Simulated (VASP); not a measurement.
Set up this calculation in VASP 6.6.1, as the native input.

```yaml
Task: single point
Functional: r2SCAN
Potentials_or_basis: VASP PAW PBE potentials, release 64 (Ga_d, N_h)
Cutoff: 1460 eV
k_mesh: 10 × 10 × 10
Occupations: gaussian, width 0.05 eV
Spin: no spin polarisation
Dipole_correction: no
Further_INCAR_settings: ALGO = Normal; EDIFF = 1e-06; NBANDS = 16
```

The system is GaN.

```
Ga N
1.0
     0.00000    2.25350    2.16336
     2.25350    0.00000    2.16336
     2.25350    2.25350    0.00000
Ga N
1 1
Direct
  0.00000 0.00000 0.00000
  0.75000 0.75000 0.75000
```

This cell differs from its parent crystal: strain +0.000 along x and y, -0.040 along z.

The input as run:

POSCAR

```
GaN
1.0
    0.0000000000      2.2535006075      2.1633605832
    2.2535006075      0.0000000000      2.1633605832
    2.2535006075      2.2535006075      0.0000000000
Ga N
1 1
Direct
    0.0000000000      0.0000000000      0.0000000000
    0.7500000000      0.7500000000      0.7500000000
```

INCAR.step1

```
  ALGO = Normal
  EDIFF = 1E-5
  ENCUT = 1460
  GGA = PE
  GGA_COMPAT = F
  ISMEAR = 0
  LASPH = T
  LCHARG = F
  LREAL = F
  LWAVE = T
  NBANDS = 16
  NELM = 120
  PREC = Accurate
  SIGMA = 0.05
```

INCAR.step2

```
  ALGO = Normal
  EDIFF = 1E-6
  ENCUT = 1460
  GGA_COMPAT = F
  ISIF = 2
  ISMEAR = 0
  ISTART = 1
  LASPH = T
  LCHARG = F
  LMIXTAU = T
  LREAL = F
  LWAVE = F
  METAGGA = R2SCAN
  NBANDS = 16
  NELM = 120
  PREC = Accurate
  SIGMA = 0.05
```

KPOINTS

```
k-points
0
Gamma
  10 10 10
```

Potentials or basis: VASP PAW PBE potentials, release 64 (Ga_d, N_h).

Launch:

```bash
$ cat potpaw_PBE.64/Ga_d/POTCAR potpaw_PBE.64/N_h/POTCAR > POTCAR
$ cp INCAR.step1 INCAR
$ mpirun -np 1 vasp_std > vasp.out
$ cp INCAR.step2 INCAR
$ mpirun -np 1 vasp_std > vasp.out
```

It gave:

```json
{
 "Pressure": "8.3 GPa",
 "Band gap on the k mesh": "2.27 eV"
}
```

Caveat: the cell differs from its parent crystal (strain +0.000 along x and y, -0.040 along z); the cell stands under pressure; the PAW data sets were made with another functional, which shifts forces and pressure a little.

Wall time 8.7 min on 1 thread of AMD EPYC 7R13 Processor (Zen 3), on a shared host, peak memory 0.35 GiB.
